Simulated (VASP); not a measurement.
Set up this calculation in VASP 6.6.1, as the native input.

* Task: single point
* Functional: PBE
* Potentials or basis: VASP PAW PBE potentials, release 64 (Si, C)
* Cutoff: 520 eV
* k mesh: 12 × 12 × 12
* Occupations: gaussian, width 0.05 eV
* Spin: no spin polarisation
* Dipole correction: no
* Further INCAR settings: ALGO = Normal; EDIFF = 1e-06; NBANDS = 11

The structure of SiC lies in POSCAR:

```
SiC
1.0
    0.0000000000      2.1740000000      2.1740000000
    2.1740000000      0.0000000000      2.1740000000
    2.1740000000      2.1740000000      0.0000000000
Si C
1 1
Direct
   -0.0609855205      0.0000000000      0.0000000000
    0.7500000000      0.7500000000      0.7500000000
```

This cell differs from its parent crystal: all Si atoms moved +0.188 Å, as atom 1 towards its neighbour atom 1 (Si) at 3.075 Å.

The input as run:

INCAR

```
PREC = Accurate ; ENCUT = 520
EDIFF = 1E-6 ; ISMEAR = 0
SIGMA = 0.05 ; LREAL = False
LASPH = True ; NELM = 60
ALGO = Normal ; ISIF = 2
LWAVE = False ; LCHARG = False
GGA = PE ; NBANDS = 11
```

KPOINTS

```
Automatic mesh
0
Gamma
  12 12 12
```

Potentials or basis: VASP PAW PBE potentials, release 64 (Si, C).

Command:

```bash
$ cat potpaw_PBE.64/Si/POTCAR potpaw_PBE.64/C/POTCAR > POTCAR
$ mpirun -np 1 vasp_std > vasp.out
```

Results of the run:

| Quantity | Value |
| --- | --- |
| Pressure | 9.1 GPa |
| Largest force | 3.962 eV/Å |
| Band gap on the k mesh | 0.48 eV (least direct gap 4.15 eV) |

Caveat: the cell differs from its parent crystal (all Si atoms moved +0.188 Å, as atom 1 towards its neighbour atom 1 (Si) at 3.075 Å); the cell stands under pressure; semilocal functionals underestimate gaps, and a narrow one can read as zero; forces of over 1 eV/Å act on the atoms, so gaps and moduli don't describe the material at rest.

Run time: 100 s on 1 thread of Intel Xeon 8259CL (shared host), peak memory 0.22 GiB.
